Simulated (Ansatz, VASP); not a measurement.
Given: the input of a run of VASP 6.6.1 on Ga3Se.

INCAR

```
  PREC = Accurate
  ENCUT = 520
  EDIFF = 1E-7
  ISMEAR = -1
  SIGMA = 0.05
  LREAL = F
  LASPH = T
  NELM = 60
  ALGO = Normal
  ISIF = 2
  LWAVE = F
  LCHARG = F
  NBANDS = 30
```

KPOINTS

```
Automatic mesh
0
Gamma
  6 6 6
```

Contents of POSCAR:

```
Ga3Se
1.0
    4.3419811414      0.0000000000      0.0000000000
    0.0000000000      4.3419811414      0.0000000000
    0.0000000000      0.0000000000      4.3419811414
Se Ga
1 3
Direct
    0.0000000000      0.0000000000      0.0000000000
    0.5000000000      0.5000000000      0.0000000000
    0.5000000000      0.0000000000      0.5000000000
    0.0000000000      0.5000000000      0.5000000000
```

Potentials or basis: VASP PAW LDA potentials, release 64 (Se, Ga_d).

Command:

```bash
$ cat potpaw_LDA.64/Se/POTCAR potpaw_LDA.64/Ga_d/POTCAR > POTCAR
$ mpirun -np 1 vasp_std > vasp.out
```

Q: Translate it to Ansatz 0.2.0. Potentials there: all-electron LAPW, scalar-relativistic.

A: As run (the cutoff follows the program's own potentials):

input.yaml

```yaml
crystal:
  lattice:
    - [4.3419811414, 0.0, 0.0]
    - [0.0, 4.3419811414, 0.0]
    - [0.0, 0.0, 4.3419811414]
  atoms:
    - { symbol: Se, position: [0.0, 0.0, 0.0] }
    - { symbol: Ga, position: [0.5, 0.5, 0.0] }
    - { symbol: Ga, position: [0.5, 0.0, 0.5] }
    - { symbol: Ga, position: [0.0, 0.5, 0.5] }
kpoints:
  mp_grid: { grid: [6, 6, 6] }
scf:
  occupations: { method: fermi_dirac, width: 0.05 }
hamiltonian:
  xc: lda
  pseudopotentials: { kind: all_electron, lapw: { basis_error: 0.002 } }
output:
  forces: true
  stress: true
  eigenvalues: true
```

Potentials or basis: all-electron LAPW, scalar-relativistic.

Launch:

```bash
$ ansatz run input.yaml --threads 2 --pin off --max-ram 8192MiB --backend cpu --events-out ev --progress --plain --runs-dir out
```

Both were run:

|  | VASP | Ansatz | Ansatz less VASP |
| --- | --- | --- | --- |
| gap on the k mesh at the Fermi level (eV) | none | none | - |
| pressure (GPa) | -2.7 | -2.7 | -0.07 |

LDA's correlation is that of Perdew and Zunger in VASP and of Perdew and Wang (1992) in Ansatz. A gap of «none» marks a metal or a gap that the smearing closes. Ansatz ran all-electron here, and VASP with PAW potentials.
